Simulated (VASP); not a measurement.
Set up this calculation in VASP 6.6.1, as the native input.

| Property | Result |
| --- | --- |
| Task | single point |
| Functional | PBE |
| Dispersion | D3(BJ) |
| Potentials or basis | VASP PAW PBE potentials, release 64 (N) |
| Cutoff | 520 eV |
| k mesh | 6 × 6 × 4 |
| Occupations | gaussian, width 0.02 eV |
| Spin | no spin polarisation |
| Dipole correction | no |
| Further INCAR settings | ALGO = Normal; EDIFF = 1e-07; NBANDS = 18 |

The structure of N lies in POSCAR:

```
N
1.0
    3.8165509283      0.0000000000      0.0000000000
   -1.9082754641      3.3052300587      0.0000000000
    0.0000000000      0.0000000000      7.4144653049
N
4
Direct
    0.3333333333      0.6666666667      0.3243234974
    0.3333333333      0.6666666667      0.1756765026
    0.6666666667      0.3333333333      0.8243234974
    0.6666666667      0.3333333333      0.6756765026
```

One way to write it, as run:

INCAR

```
  PREC = Accurate
  ENCUT = 520
  EDIFF = 1E-7
  ISMEAR = 0
  SIGMA = 0.02
  LREAL = False
  LASPH = True
  NELM = 100
  ALGO = Normal
  ISIF = 2
  LWAVE = False
  LCHARG = False
  GGA = PE
  IVDW = 12
  NBANDS = 18
```

KPOINTS

```
Automatic mesh
0
Gamma
  6 6 4
```

Potentials or basis: VASP PAW PBE potentials, release 64 (N).

Run with:

```sh
$ cat potpaw_PBE.64/N/POTCAR > POTCAR
$ mpirun -np 1 vasp_std > vasp.out
```

Results of the run:

```yaml
Pressure: 2.0 GPa
Largest_force: 1.740 eV/Å
Band_gap_on_the_k_mesh: 7.06 eV, indirect (least direct gap 7.18 eV)
Dispersion_energy_per_atom: -0.052 eV
```

Caveat: the standard files for N, O and F lose accuracy on very short bonds; forces of over 1 eV/Å act on the atoms, so gaps and moduli don't describe the material at rest.

Run time: 23 s on 1 thread of Intel(R) Xeon(R) Platinum 8124M CPU @ 3.00GHz (Skylake/Cascade Lake), with other jobs on the host, peak memory 0.2 GiB.
